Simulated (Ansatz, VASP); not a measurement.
Two plane-wave programs on WF3

```xyz
8
Lattice="2.3056 -3.9933 -0.0092 2.3056 3.9933 -0.0092 -1.5219 0.0000 6.0998" Properties=species:S:1:pos:R:3 pbc="T T T"
W     2.3056    2.6623   -0.0092
W     2.3056   -2.6623   -0.0092
F     2.2950    0.0000    4.7029
F     0.7942    0.0000    1.3785
F     3.0699    1.3141    1.3705
F     0.0193    1.3141    4.7110
F     0.0193   -1.3141    4.7110
F     3.0699   -1.3141    1.3705
```

Alike in both runs: functional PBE; k mesh 10 × 10 × 6; occupations gaussian, width 0.02 eV; no spin polarisation.

Ansatz relaxed the structure, and its values are those at the end. VASP's run is a single point on that final structure, the one shown.

|  | VASP | Ansatz |
| --- | --- | --- |
| version | VASP 6.6.1 | Ansatz 0.2.0 |
| potentials or method | VASP PAW PBE potentials, release 64 (W_sv, F), cutoff 520 eV | scalar-relativistic, plane waves, PAW |
| valence electrons in the cell | 70 | 70 |

|  | VASP | Ansatz | Ansatz less VASP |
| --- | --- | --- | --- |
| gap on the k mesh at the Fermi level (eV) | 0.52 | 0.52 | -0.002 |
| least direct gap on the mesh (eV) | 0.52 | 0.52 | -0.002 |
| pressure (GPa) | 1.3 | 0.0 | -1.31 |
| rms of the force components (eV/Å) | 0.098 | 0.000 | -0.0979 |

Spin-orbit coupling is off throughout.
